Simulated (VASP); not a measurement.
SiNi, 4 atoms in the cell. The structure is orthorhombic, space group Pmmn (No. 59). Conventional cell: a = 2.914 Å, b = 3.265 Å, c = 4.622 Å, α = 90.00°, β = 90.00°, γ = 90.00°. Ni (site symmetry mm2) has 6 Si at 2.30 to 2.35 Å and 6 Ni at 2.62 to 2.91 Å within 3.0 Å. Si (site symmetry mm2) has 6 Ni at 2.30 to 2.35 Å and 6 Si at 2.64 to 2.91 Å within 3.0 Å. 

* Program: VASP 6.6.1
* Task: single point
* Functional: LDA
* Potentials or basis: VASP PAW LDA potentials, release 64 (Ni_sv_GW, Si)
* Cutoff: 690 eV
* k mesh: 9 × 8 × 6
* Occupations: fermi-dirac, width 0.05 eV
* Spin: collinear spin, ferromagnetic start
* Starting moments: [1.0, 1.0, 0.0, 0.0] μB
* Hubbard terms: Ni d U = 3.0 eV
* Dipole correction: no
* Further INCAR settings: ALGO = Normal; EDIFF = 1e-06; NBANDS = 34

Potentials or basis: VASP PAW LDA potentials, release 64 (Ni_sv_GW, Si).

Launch:

```console
$ cat potpaw_LDA.64/Ni_sv_GW/POTCAR potpaw_LDA.64/Si/POTCAR > POTCAR
$ mpirun -np 1 vasp_std > vasp.out
```

Hardware: 1 thread of Intel(R) Xeon(R) 6975P-C (Granite Rapids), on a shared host.

Estimate the wall time of this run.

It took 3.5 min on 1 thread of Intel(R) Xeon(R) 6975P-C (Granite Rapids), on a shared host, peak memory 0.43 GiB. Counts: scf iterations 15, k points 100.
